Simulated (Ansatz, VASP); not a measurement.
## Two plane-wave programs on Sb

```
Sb
1.0
     0.00000    2.38646    2.38646
     2.38646    0.00000    2.38646
     2.38646    2.38646    0.00000
Sb
1
Direct
  0.00000 0.00000 0.00000
```

Alike in both runs: task relaxation of cell and atoms; functional BLYP; k mesh 11 × 11 × 11; occupations fermi-dirac, width 0.1 eV; no spin polarisation.

```csv
,VASP,Ansatz
version,VASP 6.6.1,Ansatz 0.2.0
potentials or method,"VASP PAW PBE potentials, release 64 (Sb), cutoff 600 eV","plane waves (420 eV) with PAW, scalar-relativistic"
valence electrons in the cell,5,15
```

```csv
,VASP,Ansatz,Ansatz less VASP
relaxed volume (Å³/atom),30.40,30.36,-0.045
relaxed cell length with the largest relative difference (Å),3.503,3.502,-0.0017
```

VASP's potentials were made for PBE, not for BLYP. VASP's potentials hold 5 valence electrons a cell and Ansatz's 15, so a difference there can come from the potentials and not from the codes.

Neither program's run includes spin-orbit coupling.
